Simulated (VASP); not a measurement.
# CaF2 in VASP: notebook, part 2 of 2

VASP 6.6.1. Earlier steps stand in the parts before.

### Step 3. Single point, PBE+D3(BJ)

This run uses another cell than the first one.

INCAR

```
PREC = Accurate ; ENCUT = 520
EDIFF = 1E-6 ; ISMEAR = 0
SIGMA = 0.05 ; LREAL = F
LASPH = T ; NELM = 120
ALGO = Normal ; ISIF = 2
LWAVE = F ; LCHARG = T
LDIPOL = T ; IDIPOL = 3
DIPOL = 0.5 0.5 0.444 ; GGA = PE
IVDW = 12 ; LELF = T
LVHAR = T ; LVACPOTAV = T
NBANDS = 114 ; GGA_COMPAT = F
NELMDL = -8
```

KPOINTS

```
regular mesh
0
Gamma
  2 3 1
```

POSCAR

```
CaF2
1.0
    7.7347822766      0.0000000000      0.0000000000
    0.0000000000      5.4693169988      0.0000000000
    0.0000000000      0.0000000000     24.5510867075
Ca F
8 16
Direct
    0.2500000000      0.5000000000      0.3258511566
    0.7500000000      0.5000000000      0.3258511566
    0.5000000000      0.0000000000      0.4046132738
    0.0000000000      0.0000000000      0.4046132738
    0.7499951987      0.5000723086      0.4871571642
    0.2501202692      0.4995650825      0.4872414782
    0.0003404884     -0.0007409382      0.5562214132
    0.4994603635     -0.0004218303      0.5568348016
    0.5000000000      0.7500000000      0.3258511566
    0.0000000000      0.7500000000      0.3258511566
    0.5000000000      0.2500000000      0.3258511566
    0.0000000000      0.2500000000      0.3258511566
    0.7500000000      0.2500000000      0.4046132738
    0.2500000000      0.2500000000      0.4046132738
    0.7500000000      0.7500000000      0.4046132738
    0.2500000000      0.7500000000      0.4046132738
    0.0002007928      0.7481036050      0.4833599616
    0.4998094890      0.7484969230      0.4834792162
   -0.0001698008      0.2507946091      0.4831579269
    0.5003723308      0.2508922662      0.4836713111
    0.2484796756      0.2376525808      0.5632860910
    0.7522749855      0.2389827988      0.5636330250
    0.2500129744      0.7608074694      0.5638941183
    0.7498051831      0.7616265261      0.5637617803
```

Potentials or basis: VASP PAW PBE potentials, release 64 (Ca_sv, F).

Launch:

```bash
$ cat potpaw_PBE.64/Ca_sv/POTCAR potpaw_PBE.64/F/POTCAR > POTCAR
$ mpirun -np 1 vasp_std > vasp.out
```

OUTCAR:

```text
PREC = Accurate
   ENCUT = 520
   EDIFF = 1E-6
   ISMEAR = 0
   LREAL = F
   LASPH = T
   NELM = 120
   ISIF = 2
   GGA = PE
   IVDW = 12
   NELMDL = -8
 IVDW          = 12

 ion  position               nearest neighbor table
   1  0.250  0.500  0.326-  14 2.37  16 2.37  11 2.37  12 2.37   9 2.37  10 2.37
   2  0.750  0.500  0.326-  13 2.37  15 2.37  11 2.37  12 2.37   9 2.37  10 2.37
   3  0.500  0.000  0.405-   9 2.37  11 2.37  13 2.37  14 2.37  15 2.37  16 2.37  18 2.38  20 2.38

   4  0.000  0.000  0.405-  19 2.37  12 2.37  10 2.37  14 2.37  15 2.37  16 2.37  13 2.37  17 2.37
[... 9 lines left out ...]
  11  0.500  0.250  0.326-   3 2.37   2 2.37   1 2.37
  12  0.000  0.250  0.326-   4 2.37   2 2.37   1 2.37
  13  0.750  0.250  0.405-   2 2.37   3 2.37   4 2.37   5 2.44
  14  0.250  0.250  0.405-   1 2.37   3 2.37   4 2.37   6 2.45
  15  0.750  0.750  0.405-   2 2.37   3 2.37   4 2.37   5 2.44
  16  0.250  0.750  0.405-   1 2.37   3 2.37   4 2.37   6 2.45
  17  0.000  0.748  0.483-   7 2.26   6 2.37   5 2.37   4 2.37
  18  0.500  0.748  0.483-   8 2.26   6 2.36   5 2.37   3 2.38
  19  1.000  0.251  0.483-   7 2.26   4 2.37   5 2.37   6 2.37
  20  0.500  0.251  0.484-   8 2.26   5 2.36   6 2.37   3 2.38
  21  0.248  0.238  0.563-   7 2.33   8 2.34   6 2.35
  22  0.752  0.239  0.564-   7 2.33   5 2.36   8 2.36
  23  0.250  0.761  0.564-   8 2.34   7 2.34   6 2.36
  24  0.750  0.762  0.564-   8 2.34   7 2.34   5 2.36

  LATTYP: Found a simple orthorhombic cell.
 ALAT       =     5.4693169988
 B/A-ratio  =     1.4142135624
 C/A-ratio  =     4.4888761637

  Lattice vectors:

 A1 = (   0.0000000000,  -5.4693169988,   0.0000000000)
 A2 = (   7.7347822766,   0.0000000000,   0.0000000000)
 A3 = (   0.0000000000,   0.0000000000,  24.5510867075)

Analysis of symmetry for initial positions (statically):
=====================================================================
 Subroutine PRICEL returns:
 Original cell was already a primitive cell.

 Routine SETGRP: Setting up the symmetry group for a
 simple orthorhombic supercell.

 Subroutine GETGRP returns: Found  1 space group operations
 (whereof  1 operations were pure point group operations)
 out of a pool of  8 trial point group operations.

The static configuration has the point symmetry C_1 .

Analysis of symmetry for dynamics (positions and initial velocities):
=====================================================================
 Subroutine PRICEL returns:
 Original cell was already a primitive cell.

 Routine SETGRP: Setting up the symmetry group for a
 simple orthorhombic supercell.

 Subroutine GETGRP returns: Found  1 space group operations
 (whereof  1 operations were pure point group operations)
 out of a pool of  8 trial point group operations.

The dynamic configuration has the point symmetry C_1 .

 Subroutine INISYM returns: Found  1 space group operations
 (whereof  1 operations are pure point group operations),
 and found     1 'primitive' translations

----------------------------------------------------------------------------------------

                                     Primitive cell

  volume of cell :    1038.6086

[... 93 lines left out ...]
   k-points           NKPTS =      4   k-points in BZ     NKDIM =      4   number of bands    NBANDS=    114
   number of dos      NEDOS =    301   number of ions     NIONS =     24
   total plane-waves  NPLWV = 483840
   dimension x,y,z NGX =    60 NGY =   42 NGZ =  192
   dimension x,y,z NGXF=   120 NGYF=   84 NGZF=  384
   ions per type =               8  16
   NGX,Y,Z   is equivalent  to a cutoff of  12.90, 12.77, 13.00 a.u.
   NGXF,Y,Z  is equivalent  to a cutoff of  25.79, 25.53, 26.00 a.u.
 SYSTEM =  unknown system
   PREC   = accura    normal or accurate (medium, high low for compatibility)
   ISTART =      0    job   : 0-new  1-cont  2-samecut
   ICHARG =      2    charge: 1-file 2-atom 10-const
   ISPIN  =      1    spin polarized calculation?
   LNONCOLLINEAR =      F non collinear calculations
   LSORBIT =      F    spin-orbit coupling
   LASPH  =      T    aspherical Exc in radial PAW
   ENCUT  =  520.0 eV  38.22 Ry    6.18 a.u.  14.38 10.17 45.65*2*pi/ulx,y,z
   NELM   =    120;   NELMIN=  2; NELMDL= -8     # of ELM steps
   EDIFF  = 0.1E-05   stopping-criterion for ELM
   LREAL  =      F    real-space projection
   EDIFFG = 0.1E-04   stopping-criterion for IOM
   NSW    =      0    number of steps for IOM
   IBRION =     -1    ionic relax: 0-MD 1-quasi-New 2-CG
   NFREE  =      0    steps in history (QN), initial steepest desc. (CG)
   ISIF   =      2    stress and relaxation
   ISYM   =      2    0-nonsym 1-usesym 2-fastsym
   POTIM  = 0.5000    time-step for ionic-motion
   TEBEG  =    0.0;   TEEND  =   0.0 temperature during run
   PSTRESS=    0.0 pullay stress
   NELECT =     192.0000    total number of electrons
   NUPDOWN=      -1.0000    fix difference up-down
   EMIN   =  10.00;   EMAX   =-10.00  energy-range for DOS
   EFERMI =   0.00;   METHOD = LEGACY
   ISMEAR =     0;   SIGMA  =   0.05  broadening in eV -4-tet -1-fermi 0-gaus
   EFERMI_NEDOS =   21; number of points for ismear=-14 and -15
   IALGO  =     38    algorithm
   IMIX   =      4    mixing-type and parameters
     AMIX     =   0.40;   BMIX     =  1.00
     AMIX_MAG =   1.60;   BMIX_MAG =  1.00
  volume/ion in A,a.u.               =      43.28       292.04
  Fermi-wavevector in a.u.,A,eV,Ry     =   0.932591  1.762342 11.833343  0.869726
  Thomas-Fermi vector in A             =   2.059205
   LORBIT       =      0    0 simple, 1 ext, 2 COOP (PROOUT), +10 PAW based schemes
   GGA     = PE    functional components
   LHFCALC =     F    Hartree Fock is set to
   AEXX    =    0.0000 exact exchange contribution
   IVDW    =    12    specifies the selected vdW correction
   LEPSILON=     F    determine dielectric tensor
   LRPA    =     F    only Hartree local field effects (RPA)
 non-spin polarized calculation
 Gauss-broadening in eV      SIGMA  =   0.05
  energy-cutoff  :      520.00
  volume of cell :     1038.61
 maximum number of plane-waves:     27976
 NGX is ok and might be reduce to    60
   NGX = 29   NGY = 21   NGZ = 91

 dipolmoment           0.000000      0.000000     -0.000001 electrons x Angstroem

 number of electron     192.0000045 magnetization

 dipolmoment           0.000000      0.000000      0.175572 electrons x Angstroem

 Free energy of the ion-electron system (eV)
  ---------------------------------------------------
  ext. energy  EPLUGINS =         0.00000000
  ---------------------------------------------------
  free energy    TOTEN  =      -135.27234455 eV

  energy without entropy =     -135.27234455  energy(sigma->0) =     -135.27234455

 E-fermi :  -4.1966     XC(G=0):  -3.5194

 val. band max:       -4.4595784325   @ k =   0.0000   0.0000   0.0000
 cond. band min:       0.5309910458   @ k =   0.0000   0.0000   0.0000
 fundamental gap:      4.9905694783
 Fermi energy:        -4.1966019049

 k-point     1 :       0.0000    0.0000    0.0000
  band No.  band energies     occupation
      1     -41.9165      2.00000
      2     -41.9067      2.00000
      3     -41.5559      2.00000
      4     -41.4719      2.00000
      5     -41.1824      2.00000
      6     -41.1674      2.00000
[... 433 lines left out ...]
    107       3.2757      0.00000
    108       3.2882      0.00000
 [bands above 108 left out]

------------------------ aborting loop because EDIFF is reached ----------------------------------------

 Edisp (eV)   -2.64779

 E8    (eV) :    -1.1413

  FORCE on cell =-STRESS in cart. coord.  units (eV):
  Direction    XX          YY          ZZ          XY          YZ          ZX
  --------------------------------------------------------------------------------------
  -------------------------------------------------------------------------------------
  Total     -10.75664     0.16861    -1.84766    -0.01077     0.00945    -0.01273
  in kB     -16.59340     0.26010    -2.85024    -0.01662     0.01458    -0.01964
  external pressure =       -6.39 kB  Pullay stress =        0.00 kB

 VOLUME and BASIS-vectors are now :
 -----------------------------------------------------------------------------
  energy-cutoff  :      520.00
  volume of cell :     1038.61
      direct lattice vectors                 reciprocal lattice vectors
     7.734782277  0.000000000  0.000000000     0.129286121  0.000000000  0.000000000
     0.000000000  5.469316999  0.000000000     0.000000000  0.182838186  0.000000000
     0.000000000  0.000000000 24.551086708     0.000000000  0.000000000  0.040731395

 POSITION                                       TOTAL-FORCE (eV/Angst)
 -----------------------------------------------------------------------------------
      1.93370      2.73466      8.00000        -0.002300      0.001242      1.303040
      5.80109      2.73466      8.00000         0.002278     -0.000785      1.301916
      3.86739      0.00000      9.93370         0.000576     -0.000836     -0.616707
      0.00000      0.00000      9.93370         0.000195     -0.002210     -0.635513
      5.80105      2.73505     11.96024         0.010647     -0.012242      0.015684
      1.93463      2.73228     11.96231        -0.011546      0.000984     -0.020636
[... 16 lines left out ...]
      1.93380      4.16110     13.84421         0.019962     -0.008382      0.019061
      5.79958      4.16558     13.84096        -0.017959      0.000800      0.011701
 -----------------------------------------------------------------------------------
    total drift:                               -0.000234     -0.000740     -0.001706

  FREE ENERGIE OF THE ION-ELECTRON SYSTEM (eV)
  ---------------------------------------------------
  free  energy   TOTEN  =      -137.9201372974 eV

  energy  without entropy=     -137.9201372974  energy(sigma->0) =     -137.92013730

 vacuum level on the upper side and lower side of the slab         2.194         1.443
```

Wall time 31 min (1 thread of AMD EPYC 7R43 (Zen 3), shared host); peak memory 1 GiB.

What came out:

```yaml
Free_energy: -137.9201 eV
Largest_force: 1.303 eV/Å
Band_gap_on_the_k_mesh: 4.99 eV
Dispersion_energy_per_atom: -0.110 eV
```

Forces in eV/Å, atoms in the order of the input:
```
Ca  -0.002  0.001  1.303
Ca   0.002 -0.001  1.302
Ca   0.001 -0.001 -0.617
Ca   0.000 -0.002 -0.636
Ca   0.011 -0.012  0.016
Ca  -0.012  0.001 -0.021
Ca  -0.041  0.010  0.085
Ca   0.054  0.010  0.008
F    0.001 -0.535 -0.425
F   -0.001 -0.537 -0.428
F    0.000  0.535 -0.425
F    0.000  0.536 -0.427
F   -0.012  0.160  0.047
F    0.014  0.159  0.056
F   -0.004 -0.158  0.054
F    0.004 -0.159  0.052
F    0.001 -0.011 -0.018
F   -0.003  0.008  0.002
F    0.009  0.011 -0.019
F   -0.008 -0.001 -0.009
F    0.050  0.010  0.044
F   -0.068 -0.017  0.024
F    0.020 -0.008  0.019
F   -0.018  0.001  0.012
```

Levels at points of the mesh, in eV from the valence-band top:
| k point | band 94 | band 95 | band 96 | band 97 | band 98 | band 99 |
| --- | --- | --- | --- | --- | --- | --- |
| (0.00, 0.00, 0.00) | -0.09 | -0.03 | 0.00 | 4.99 | 5.67 | 6.27 |
| (0.50, 0.00, 0.00) | -0.05 | -0.04 | -0.04 | 5.57 | 5.57 | 6.24 |
